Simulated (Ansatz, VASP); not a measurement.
C in VASP and in Ansatz

File INCAR:

```
SYSTEM = C
  PREC = Accurate
  ENCUT = 520
  EDIFF = 1E-7
  ISMEAR = 0
  SIGMA = 0.05
  LREAL = .FALSE.
  LASPH = .TRUE.
  NELM = 100
  ALGO = Normal
  ISIF = 2
  LWAVE = .FALSE.
  LCHARG = .FALSE.
  GGA = PS
  NBANDS = 11
```

KPOINTS

```
Automatic mesh
0
G
  15 15 15
  0 0 0
```

POSCAR

```
C
1.0
    1.1973256878      0.6912763082      3.1796602974
   -1.1973256878      0.6912763082      3.1796602974
    0.0000000000     -1.3825526163      3.1796602974
C
2
Direct
    0.1640000000      0.1640000000      0.1640000000
    0.8360000000      0.8360000000      0.8360000000
```

Input for Ansatz:

```yaml
crystal:
  lattice:
    - [1.1973256878, 0.6912763082, 3.1796602974]
    - [-1.1973256878, 0.6912763082, 3.1796602974]
    - [0.0, -1.3825526163, 3.1796602974]
  atoms:
    - { symbol: C, position: [0.164, 0.164, 0.164] }
    - { symbol: C, position: [0.836, 0.836, 0.836] }
basis:
  ecutwfc: 420
kpoints:
  mp_grid: { grid: [15, 15, 15] }
hamiltonian:
  xc: pbesol
scf:
  occupations: { method: gaussian, width: 0.05 }
output:
  forces: true
  stress: true
  eigenvalues: true
```

Change from the starting cell: strain -0.025 along x and y, -0.050 along z, atoms carried along.

Alike in both runs: task single point; functional PBEsol; k mesh 15 × 15 × 15; occupations gaussian, width 0.05 eV; no spin polarisation.

|  | VASP | Ansatz |
| --- | --- | --- |
| version | VASP 6.6.1 | Ansatz 0.2.0 |
| potentials or method | VASP PAW PBE potentials, release 64 (C), cutoff 520 eV | scalar-relativistic, plane waves, PAW |
| valence electrons in the cell | 8 | 8 |

|  | VASP | Ansatz | Ansatz less VASP |
| --- | --- | --- | --- |
| gap on the k mesh at the Fermi level (eV) | 0.98 | 0.98 | -0.001 |
| least direct gap on the mesh (eV) | 0.98 | 0.98 | -0.001 |
| pressure (GPa) | 27.8 | 27.0 | -0.79 |
| traceless stress, the component that is largest in VASP (GPa) | -24.93 | -24.08 | +0.853 |
| rms of the force components (eV/Å) | 0.450 | 0.453 | +0.0025 |

VASP's potentials were made for PBE, not for PBEsol. Atom by atom the forces differ by 0.002 eV/Å (rms over components).
